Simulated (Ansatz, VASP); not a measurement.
**HfSi: VASP beside Ansatz**

The input INCAR:

```
ALGO     = Normal         # electronic algorithm
EDIFF    = 1E-6           # SCF threshold, eV
ENCUT    = 520            # plane-wave cutoff, eV
GGA      = PS             # functional
ISIF     = 2              # what is computed and relaxed
ISMEAR   = -1             # smearing method
LASPH    = T              # aspherical terms in the spheres
LCHARG   = F              # write CHGCAR
LREAL    = F              # projectors in reciprocal space
LWAVE    = F              # write WAVECAR
NBANDS   = 14             # bands
NELM     = 60             # most SCF steps
PREC     = Accurate       # precision mode
SIGMA    = 0.15           # smearing width, eV
```

KPOINTS

```
k-points
0
Gamma
  10 10 10
```

POSCAR

```
HfSi
1.0
    0.0000000000      2.9936000000      2.9936000000
    2.9936000000      0.0000000000      2.9936000000
    2.9936000000      2.9936000000      0.0000000000
Hf Si
1 1
Direct
    0.0000000000      0.0000000000      0.0000000000
    0.2500000000      0.2500000000      0.2500000000
```

Input for Ansatz:

```yaml
crystal:
  lattice:
    - [0.0, 2.9936, 2.9936]
    - [2.9936, 0.0, 2.9936]
    - [2.9936, 2.9936, 0.0]
  atoms:
    - { symbol: Hf, position: [0.0, 0.0, 0.0] }
    - { symbol: Si, position: [0.25, 0.25, 0.25] }
basis:
  ecutwfc: 420
kpoints:
  mp_grid: { grid: [10, 10, 10] }
hamiltonian:
  xc: pbesol
scf:
  occupations: { method: fermi_dirac, width: 0.15 }
output:
  forces: true
  stress: true
  eigenvalues: true
```

Alike in both runs: task single point; functional PBEsol; k mesh 10 × 10 × 10; occupations fermi-dirac, width 0.15 eV; no spin polarisation.

```csv
,VASP,Ansatz
version,VASP 6.6.1,Ansatz 0.2.0
potentials or method,"VASP PAW PBE potentials, release 64 (Hf_pv, Si), cutoff 520 eV","scalar-relativistic, plane waves, PAW"
valence electrons in the cell,14,30
```

```tsv
	VASP	Ansatz	Ansatz less VASP
gap on the k mesh at the Fermi level (eV)	none	none	-
pressure (GPa)	-0.2	-0.2	+0.04
```

VASP's potentials were made for PBE, not for PBEsol. A gap of «none» marks a metal or a gap that the smearing closes. VASP's potentials hold 14 valence electrons a cell and Ansatz's 30, so a difference there can come from the potentials and not from the codes.

Neither program's run includes spin-orbit coupling.
